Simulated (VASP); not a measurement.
# BaZrO3 (Pmmm) in VASP: a series of runs

Runs on BaZrO3. Level: LDA. Tasks: single point.

Everything below comes from runs of VASP 6.6.1. Logs are shortened: lines on timing, memory, paths and dates and some standing lists are left out, and cuts for length are marked.

## (1) The cell of the first run

Symmetry: Pmmm, No. 47, orthorhombic system. Conventional cell: a = 4.033 Å, b = 4.147 Å, c = 4.604 Å, α = 90.00°, β = 90.00°, γ = 90.00°. Within 3.8 Å of Ba (site symmetry mmm) lie 12 O at 2.89 to 3.10 Å and 8 Zr at 3.70 Å. Within 2.7 Å of Zr (site symmetry mmm) lie 6 O at 2.02 to 2.30 Å. O (site symmetry mmm) has 2 Zr at 2.02 Å within 2.7 Å. O (site symmetry mmm) has 2 Zr at 2.30 Å and 4 Ba at 2.89 Å within 3.0 Å. O (site symmetry mmm) has 2 Zr at 2.07 Å within 2.7 Å.

## (2) Single point, LDA (normal strain along x -0.0275, normal strain along y +0.1100)

Contents of INCAR:

```
SYSTEM = BaZrO3
  ALGO = Normal
  EDIFF = 1E-6
  ENCUT = 520
  ISIF = 2
  ISMEAR = 0
  LASPH = .TRUE.
  LCHARG = .FALSE.
  LREAL = .FALSE.
  LWAVE = .FALSE.
  NBANDS = 28
  NELM = 60
  PREC = Accurate
  SIGMA = 0.05
```

Contents of KPOINTS:

```
k-points
0
G
  6 6 6
  0 0 0
```

Contents of POSCAR:

```
BaZrO3
1.0
    4.0333992921      0.0000000000      0.0000000000
    0.0000000000      4.6036742562      0.0000000000
    0.0000000000      0.0000000000      4.1474542849
Ba Zr O
1 1 3
Direct
    0.5000000000      0.5000000000      0.5000000000
    0.0000000000      0.0000000000      0.0000000000
    0.5000000000      0.0000000000      0.0000000000
    0.0000000000      0.5000000000      0.0000000000
    0.0000000000      0.0000000000      0.5000000000
```

Potentials or basis: VASP PAW LDA potentials, release 64 (Ba_sv, Zr_sv, O).

Started as:

```
$ cat potpaw_LDA.64/Ba_sv/POTCAR potpaw_LDA.64/Zr_sv/POTCAR potpaw_LDA.64/O/POTCAR > POTCAR
$ mpirun -np 1 vasp_std > vasp.out
```

OUTCAR:

```text
SYSTEM = BaZrO3
   EDIFF = 1E-6
   ENCUT = 520
   ISIF = 2
   ISMEAR = 0
   LASPH = .TRUE.
   LREAL = .FALSE.
   NELM = 60
   PREC = Accurate

 ion  position               nearest neighbor table
   1  0.500  0.500  0.500-   4 2.89   4 2.89   4 2.89   4 2.89   5 3.06   5 3.06   5 3.06   5 3.06
                             3 3.10   3 3.10   3 3.10   3 3.10   2 3.70   2 3.70   2 3.70   2 3.70
   2  0.000  0.000  0.000-   3 2.02   3 2.02   5 2.07   5 2.07   4 2.30   4 2.30   1 3.70   1 3.70
                             1 3.70   1 3.70   1 3.70   1 3.70   1 3.70   1 3.70
   3  0.500  0.000  0.000-   2 2.02   2 2.02   1 3.10   1 3.10   1 3.10   1 3.10
   4  0.000  0.500  0.000-   2 2.30   2 2.30   1 2.89   1 2.89   1 2.89   1 2.89
   5  0.000  0.000  0.500-   2 2.07   2 2.07   1 3.06   1 3.06   1 3.06   1 3.06

  LATTYP: Found a simple orthorhombic cell.
 ALAT       =     4.0333992921
 B/A-ratio  =     1.0282776350
 C/A-ratio  =     1.1413881748

  Lattice vectors:

 A1 = (  -4.0333992921,   0.0000000000,   0.0000000000)
 A2 = (   0.0000000000,   0.0000000000,   4.1474542849)
 A3 = (   0.0000000000,   4.6036742562,   0.0000000000)

Analysis of symmetry for initial positions (statically):
=====================================================================
 Subroutine PRICEL returns:
 Original cell was already a primitive cell.

 Routine SETGRP: Setting up the symmetry group for a
 simple orthorhombic supercell.

 Subroutine GETGRP returns: Found  8 space group operations
 (whereof  8 operations were pure point group operations)
 out of a pool of  8 trial point group operations.

The static configuration has the point symmetry D_2h.

Analysis of symmetry for dynamics (positions and initial velocities):
=====================================================================
 Subroutine PRICEL returns:
 Original cell was already a primitive cell.

 Routine SETGRP: Setting up the symmetry group for a
 simple orthorhombic supercell.

 Subroutine GETGRP returns: Found  8 space group operations
 (whereof  8 operations were pure point group operations)
 out of a pool of  8 trial point group operations.

The dynamic configuration has the point symmetry D_2h.

 Subroutine INISYM returns: Found  8 space group operations
 (whereof  8 operations are pure point group operations),
 and found     1 'primitive' translations

----------------------------------------------------------------------------------------

                                     Primitive cell

  volume of cell :      77.0118

  direct lattice vectors                    reciprocal lattice vectors
     4.033399292  0.000000000  0.000000000     0.247929830  0.000000000  0.000000000
     0.000000000  4.603674256  0.000000000     0.000000000  0.217217801  0.000000000
     0.000000000  0.000000000  4.147454285     0.000000000  0.000000000  0.241111759

  length of vectors
     4.033399292  4.603674256  4.147454285     0.247929830  0.217217801  0.241111759

  position of ions in fractional coordinates (direct lattice)
     0.500000000  0.500000000  0.500000000
     0.000000000  0.000000000  0.000000000
     0.500000000  0.000000000  0.000000000
     0.000000000  0.500000000  0.000000000
     0.000000000  0.000000000  0.500000000

  ion indices of the primitive-cell ions
   primitive index   ion index
                 1           1
                 2           2
                 3           3
                 4           4
                 5           5

----------------------------------------------------------------------------------------

 KPOINTS: k-points

Automatic generation of k-mesh.
 Grid dimensions read from file:
 generate k-points for:    6    6    6

 Generating k-lattice:

  Cartesian coordinates                     Fractional coordinates (reciprocal lattice)
     0.041321638  0.000000000  0.000000000     0.166666667  0.000000000  0.000000000
     0.000000000  0.036202967  0.000000000     0.000000000  0.166666667  0.000000000
     0.000000000  0.000000000  0.040185293     0.000000000  0.000000000  0.166666667

  Length of vectors
     0.041321638  0.036202967  0.040185293

  Shift w.r.t. Gamma in fractional coordinates (k-lattice)
     0.000000000  0.000000000  0.000000000

 Subroutine IBZKPT returns following result:
 ===========================================

 Found     64 irreducible k-points:

 Following reciprocal coordinates:
            Coordinates               Weight
  0.000000  0.000000  0.000000      1.000000
  0.166667  0.000000  0.000000      2.000000
  0.333333  0.000000  0.000000      2.000000
  0.500000  0.000000  0.000000      1.000000
  0.000000  0.166667  0.000000      2.000000
  0.166667  0.166667  0.000000      4.000000
[... 16 lines left out ...]
  0.333333  0.166667  0.166667      8.000000
  0.500000  0.166667  0.166667      4.000000
 [... further k-points ...]
   k-points           NKPTS =     64   k-points in BZ     NKDIM =     64   number of bands    NBANDS=     28
[... 62 lines left out ...]
  free energy    TOTEN  =       -45.16297230 eV

  energy without entropy =      -45.16297230  energy(sigma->0) =      -45.16297230

 E-fermi :   3.6413     XC(G=0): -11.0089

 val. band max:        3.2804716422   @ k =   0.5000   0.5000   0.5000
 cond. band min:       5.9570327911   @ k =   0.0000   0.0000   0.0000
 fundamental gap:      2.6765611489
 Fermi energy:         3.6413394862

 k-point     1 :       0.0000    0.0000    0.0000
  band No.  band energies     occupation
      1     -43.7235      2.00000
      2     -22.1212      2.00000
      3     -22.1077      2.00000
      4     -22.0375      2.00000
      5     -21.9661      2.00000
      6     -13.1091      2.00000
[... 20 lines left out ...]
     27       9.9436      0.00000
     28      11.0798      0.00000

 k-point     2 :       0.1667    0.0000    0.0000
  band No.  band energies     occupation
      1     -43.7221      2.00000
      2     -22.2596      2.00000
      3     -22.0454      2.00000
      4     -22.0348      2.00000
      5     -21.9632      2.00000
      6     -12.9025      2.00000
[... 20 lines left out ...]
     27      10.1650      0.00000
     28      11.0777      0.00000

 k-point     3 :       0.3333    0.0000    0.0000
  band No.  band energies     occupation
      1     -43.7191      2.00000
      2     -22.4474      2.00000
      3     -22.0295      2.00000
      4     -21.9986      2.00000
      5     -21.9574      2.00000
      6     -12.9079      2.00000
[... 20 lines left out ...]
     27      10.4194      0.00000
     28      10.9653      0.00000

 k-point     4 :       0.5000    0.0000    0.0000
  band No.  band energies     occupation
      1     -43.7176      2.00000
      2     -22.5331      2.00000
      3     -22.0268      2.00000
      4     -21.9784      2.00000
      5     -21.9544      2.00000
      6     -12.9439      2.00000
[... 20 lines left out ...]
     27      10.0806      0.00000
     28      10.9854      0.00000

 k-point     5 :       0.0000    0.1667    0.0000
  band No.  band energies     occupation
      1     -43.7234      2.00000
      2     -22.1697      2.00000
      3     -22.1072      2.00000
      4     -22.0370      2.00000
      5     -21.9294      2.00000
      6     -13.1418      2.00000
[... 20 lines left out ...]
     27      10.3436      0.00000
     28      11.2240      0.00000

 k-point     6 :       0.1667    0.1667    0.0000
  band No.  band energies     occupation
      1     -43.7219      2.00000
      2     -22.2543      2.00000
      3     -22.0986      2.00000
      4     -22.0343      2.00000
      5     -21.9281      2.00000
      6     -12.9275      2.00000
[... 463 lines left out ...]
      5     -21.9257      2.00000
      6     -13.1172      2.00000
[... 20 lines left out ...]
     27      10.6765      0.00000
     28      11.1040      0.00000

 k-point    22 :       0.1667    0.1667    0.1667
  band No.  band energies     occupation
      1     -43.7209      2.00000
      2     -22.2483      2.00000
      3     -22.1463      2.00000
      4     -22.0470      2.00000
      5     -21.9265      2.00000
      6     -12.8061      2.00000
[... 20 lines left out ...]
     27      10.7695      0.00000
     28      11.2281      0.00000

 k-point    23 :       0.3333    0.1667    0.1667
  band No.  band energies     occupation
      1     -43.7180      2.00000
      2     -22.4198      2.00000
      3     -22.1152      2.00000
      4     -22.0251      2.00000
      5     -21.9434      2.00000
      6     -12.6252      2.00000
[... 20 lines left out ...]
     27      10.7069      0.00000
     28      11.0177      0.00000

 k-point    24 :       0.5000    0.1667    0.1667
  band No.  band energies     occupation
      1     -43.7165      2.00000
      2     -22.5041      2.00000
      3     -22.0958      2.00000
      4     -21.9944      2.00000
      5     -21.9720      2.00000
      6     -12.6425      2.00000
[... 20 lines left out ...]
     27      10.4987      0.00000
     28      10.9927      0.00000

 [... further k-points ...]
[... 5 lines left out ...]
  --------------------------------------------------------------------------------------
  -------------------------------------------------------------------------------------
  Total        1.7708860     -9.6024946     -2.0196406      0.0000000      0.0000000     -0.0000000
  in kB       36.8420489   -199.7732064    -42.0172157      0.0000000      0.0000000     -0.0000000
  external PRESSURE =     -68.3161244 kB  Pullay stress =       0.0000000 kB

 VOLUME and BASIS-vectors are now :
 -----------------------------------------------------------------------------
  energy-cutoff  :      520.00
  volume of cell :       77.01
      direct lattice vectors                 reciprocal lattice vectors
     4.033399292  0.000000000  0.000000000     0.247929830  0.000000000  0.000000000
     0.000000000  4.603674256  0.000000000     0.000000000  0.217217801  0.000000000
     0.000000000  0.000000000  4.147454285     0.000000000  0.000000000  0.241111759

 POSITION                                       TOTAL-FORCE (eV/Angst)
 -----------------------------------------------------------------------------------
      2.01670      2.30184      2.07373         0.000000      0.000000      0.000000
      0.00000      0.00000      0.00000         0.000000      0.000000      0.000000
      2.01670      0.00000      0.00000         0.000000      0.000000      0.000000
      0.00000      2.30184      0.00000         0.000000      0.000000      0.000000
      0.00000      0.00000      2.07373         0.000000      0.000000      0.000000
 -----------------------------------------------------------------------------------
    total drift:                                0.000000     -0.000000      0.000000

  FREE ENERGIE OF THE ION-ELECTRON SYSTEM (eV)
  ---------------------------------------------------
  free  energy   TOTEN  =       -45.1629722990 eV

  energy  without entropy=      -45.1629722990  energy(sigma->0) =      -45.16297230
```

It took 1.9 min on 1 thread of Intel Xeon 6975P-C, shared host; peak memory 0.26 GiB.

What came out:

| Property | Result |
| --- | --- |
| Free energy | -45.1630 eV |
| Pressure | -6.8 GPa |
| Band gap on the k mesh | 2.68 eV, indirect (least direct gap 2.94 eV) |

Stress tensor (GPa, compression positive):
```
  3.68   0.00   0.00
  0.00 -19.98   0.00
  0.00   0.00  -4.20
```

Caveat: the cell differs from its parent crystal (normal strain along x -0.0275, normal strain along y +0.1100); spin-orbit coupling is left out, which moves the levels of the heavy elements.

## (3) Single point, LDA (normal strain along x +0.0275, normal strain along y +0.0825)

Contents of INCAR:

```
SYSTEM = BaZrO3
  PREC = Accurate
  ENCUT = 520
  EDIFF = 1E-7
  ISMEAR = 0
  SIGMA = 0.05
  LREAL = .False.
  LASPH = .True.
  NELM = 100
  ALGO = Normal
  ISIF = 2
  LWAVE = .False.
  LCHARG = .True.
  GGA = CA
  LELF = .True.
  LVHAR = .True.
  NBANDS = 28
```

Contents of KPOINTS:

```
Automatic mesh
0
Gamma
  6 6 6
  0 0 0
```

Changes to POSCAR since step 2:

```diff
@@ -2,4 +2,4 @@
 1.0
-    4.0333992921      0.0000000000      0.0000000000
-    0.0000000000      4.6036742562      0.0000000000
+    4.2615092777      0.0000000000      0.0000000000
+    0.0000000000      4.4896192634      0.0000000000
     0.0000000000      0.0000000000      4.1474542849
```

Potentials or basis: VASP PAW LDA potentials, release 64 (Ba_sv, Zr_sv, O).

Started as:

```
$ cat potpaw_LDA.64/Ba_sv/POTCAR potpaw_LDA.64/Zr_sv/POTCAR potpaw_LDA.64/O/POTCAR > POTCAR
$ mpirun -np 1 vasp_std > vasp.out
```

It took 1.7 min on 1 thread of Intel Xeon 6975P-C, shared host; peak memory 0.26 GiB.

The run converged. Its results:

| Item | Value |
| --- | --- |
| Free energy | -45.2721 eV |
| Pressure | -12.7 GPa |
| Band gap on the k mesh | 2.72 eV, indirect (least direct gap 3.01 eV) |

Stress tensor (GPa, compression positive):
```
-12.22   0.00   0.00
  0.00 -19.37   0.00
  0.00   0.00  -6.49
```

Levels at points of the mesh, in eV from the valence-band top:
| k point | band 16 | band 17 | band 18 | band 19 | band 20 | band 21 | band 22 | band 23 | band 24 | band 25 |
| --- | --- | --- | --- | --- | --- | --- | --- | --- | --- | --- |
| (0.00, 0.00, 0.00) | -0.90 | -0.82 | -0.41 | -0.33 | -0.29 | 2.72 | 2.84 | 3.03 | 4.11 | 4.59 |
| (0.50, 0.00, 0.00) | -1.74 | -1.68 | -1.58 | -0.63 | -0.56 | 3.23 | 5.17 | 5.25 | 5.92 | 6.19 |
| (0.00, 0.50, 0.00) | -1.61 | -1.33 | -1.31 | -0.58 | -0.53 | 3.31 | 4.67 | 4.70 | 5.50 | 5.98 |
| (0.50, 0.50, 0.00) | -1.95 | -1.24 | -1.22 | -0.90 | -0.24 | 4.73 | 5.22 | 5.60 | 6.07 | 6.79 |
| (0.00, 0.00, 0.50) | -1.82 | -1.76 | -1.58 | -0.63 | -0.61 | 3.19 | 5.49 | 5.55 | 6.16 | 6.25 |
| (0.50, 0.00, 0.50) | -2.48 | -1.09 | -0.74 | -0.74 | -0.05 | 5.14 | 5.41 | 5.63 | 6.33 | 7.41 |
| (0.00, 0.50, 0.50) | -2.06 | -1.06 | -1.05 | -0.98 | -0.22 | 4.71 | 5.48 | 5.92 | 5.95 | 7.06 |
| (0.50, 0.50, 0.50) | -2.59 | -2.33 | -0.10 | -0.07 | 0.00 | 5.37 | 5.45 | 5.76 | 6.05 | 6.30 |

Caveat: the cell differs from its parent crystal (normal strain along x +0.0275, normal strain along y +0.0825); spin-orbit coupling is left out, which moves the levels of the heavy elements. A k mesh can miss the band edges.

## (4) Single point, LDA (normal strain along x +0.0550, normal strain along y +0.0825)

Contents of INCAR:

```
PREC = Accurate
ENCUT = 520
EDIFF = 1E-7
ISMEAR = 0
SIGMA = 0.05
LREAL = False
LASPH = True
NELM = 100
ALGO = Normal
ISIF = 2
LWAVE = False
LCHARG = False
NBANDS = 28
```

Contents of KPOINTS:

```
regular mesh
0
Gamma
  6 6 6
```

Changes to POSCAR since step 3:

```diff
@@ -2,3 +2,3 @@
 1.0
-    4.2615092777      0.0000000000      0.0000000000
+    4.3755642706      0.0000000000      0.0000000000
     0.0000000000      4.4896192634      0.0000000000
```

Started as:

```
$ cat potpaw_LDA.64/Ba_sv/POTCAR potpaw_LDA.64/Zr_sv/POTCAR potpaw_LDA.64/O/POTCAR > POTCAR
$ mpirun -np 1 vasp_std > vasp.out
```

Wall time 1.8 min (1 thread of Intel Xeon 6975P-C, shared host); peak memory 0.27 GiB.

It converged, with:

```yaml
Free_energy: -45.0735 eV
Pressure: -15.4 GPa
Band_gap_on_the_k_mesh: 2.64 eV, indirect (least direct gap 2.92 eV)
```

Stress tensor (GPa, compression positive):
```
-17.72   0.00   0.00
  0.00 -20.56   0.00
  0.00   0.00  -8.07
```

Levels at points of the mesh, in eV from the valence-band top:
| k point | band 17 | band 18 | band 19 | band 20 | band 21 | band 22 | band 23 | band 24 |
| --- | --- | --- | --- | --- | --- | --- | --- | --- |
| (0.00, 0.00, 0.00) | -0.75 | -0.38 | -0.35 | -0.28 | 2.64 | 2.86 | 2.95 | 4.09 |
| (0.50, 0.00, 0.00) | -1.51 | -1.51 | -0.62 | -0.55 | 3.19 | 4.84 | 4.93 | 5.66 |
| (0.00, 0.50, 0.00) | -1.37 | -1.31 | -0.60 | -0.54 | 3.23 | 4.61 | 4.67 | 5.48 |
| (0.50, 0.50, 0.00) | -1.27 | -1.25 | -0.92 | -0.21 | 4.68 | 4.91 | 5.36 | 5.99 |
| (0.00, 0.00, 0.50) | -1.67 | -1.50 | -0.62 | -0.62 | 3.11 | 5.45 | 5.48 | 5.98 |
| (0.50, 0.00, 0.50) | -1.08 | -0.77 | -0.77 | -0.07 | 4.84 | 5.36 | 5.53 | 6.12 |
| (0.00, 0.50, 0.50) | -1.05 | -0.93 | -0.92 | -0.16 | 4.64 | 5.40 | 5.71 | 5.93 |
| (0.50, 0.50, 0.50) | -2.21 | -0.10 | -0.03 | 0.00 | 5.29 | 5.44 | 5.60 | 5.78 |

Caveat: the cell differs from its parent crystal (normal strain along x +0.0550, normal strain along y +0.0825); spin-orbit coupling is left out, which moves the levels of the heavy elements. A k mesh can miss the band edges.

## (5) Single point, LDA (normal strain along x +0.0275, normal strain along y +0.1100)

Contents of INCAR:

```
SYSTEM = BaZrO3
  PREC = Accurate
  ENCUT = 520
  EDIFF = 1E-7
  ISMEAR = 0
  SIGMA = 0.05
  LREAL = .FALSE.
  LASPH = .TRUE.
  NELM = 80
  ALGO = Normal
  ISIF = 2
  LWAVE = .FALSE.
  LCHARG = .FALSE.
  GGA = CA
  NBANDS = 28
```

Contents of KPOINTS:

```
regular mesh
0
G
  6 6 6
  0 0 0
```

Changes to POSCAR since step 4:

```diff
@@ -2,4 +2,4 @@
 1.0
-    4.3755642706      0.0000000000      0.0000000000
-    0.0000000000      4.4896192634      0.0000000000
+    4.2615092777      0.0000000000      0.0000000000
+    0.0000000000      4.6036742562      0.0000000000
     0.0000000000      0.0000000000      4.1474542849
```

Started as:

```
$ cat potpaw_LDA.64/Ba_sv/POTCAR potpaw_LDA.64/Zr_sv/POTCAR potpaw_LDA.64/O/POTCAR > POTCAR
$ mpirun -np 1 vasp_std > vasp.out
```

Wall time 95 s (1 thread of Intel Xeon 6975P-C, shared host); peak memory 0.26 GiB.

The run converged. Its results:

- Free energy: -45.0102 eV
- Pressure: -14.6 GPa
- Band gap on the k mesh: 2.63 eV, indirect (least direct gap 2.94 eV)

Stress tensor (GPa, compression positive):
```
-13.51   0.00   0.00
  0.00 -22.34   0.00
  0.00   0.00  -7.89
```

Levels at points of the mesh, in eV from the valence-band top:
| k point | band 18 | band 19 | band 20 | band 21 | band 22 | band 23 |
| --- | --- | --- | --- | --- | --- | --- |
| (0.00, 0.00, 0.00) | -0.45 | -0.35 | -0.31 | 2.63 | 2.75 | 3.01 |
| (0.50, 0.00, 0.00) | -1.53 | -0.66 | -0.61 | 3.13 | 5.08 | 5.19 |
| (0.00, 0.50, 0.00) | -1.16 | -0.61 | -0.57 | 3.25 | 4.38 | 4.41 |
| (0.50, 0.50, 0.00) | -1.28 | -0.95 | -0.30 | 4.44 | 5.15 | 5.42 |
| (0.00, 0.00, 0.50) | -1.53 | -0.65 | -0.65 | 3.09 | 5.40 | 5.48 |
| (0.50, 0.00, 0.50) | -0.67 | -0.67 | -0.04 | 5.04 | 5.28 | 5.31 |
| (0.00, 0.50, 0.50) | -1.11 | -1.02 | -0.29 | 4.42 | 5.41 | 5.74 |
| (0.50, 0.50, 0.50) | -0.12 | -0.09 | 0.00 | 5.21 | 5.26 | 5.72 |

Caveat: the cell differs from its parent crystal (normal strain along x +0.0275, normal strain along y +0.1100); spin-orbit coupling is left out, which moves the levels of the heavy elements. A k mesh can miss the band edges.

## (6) The runs side by side

```csv
cell,gap on the mesh (eV),pressure (GPa)
"a = 4.033, b = 4.604, c = 4.147 Å, 5 atoms",2.68,-6.8
"a = 4.262, b = 4.490, c = 4.147 Å, 5 atoms",2.72,-12.7
"a = 4.376, b = 4.490, c = 4.147 Å, 5 atoms",2.64,-15.4
"a = 4.262, b = 4.604, c = 4.147 Å, 5 atoms",2.63,-14.6
```

Alike in all rows: task single point; level LDA; potentials or basis VASP PAW LDA potentials, release 64 (Ba_sv, Zr_sv, O); no spin polarisation; k mesh 6 × 6 × 6; cutoff (eV) 520; smearing gaussian 0.05 eV.

Caveats: spin-orbit coupling is left out, which moves the levels of the heavy elements.

Absolute energies hang on the potentials; compare differences alone.
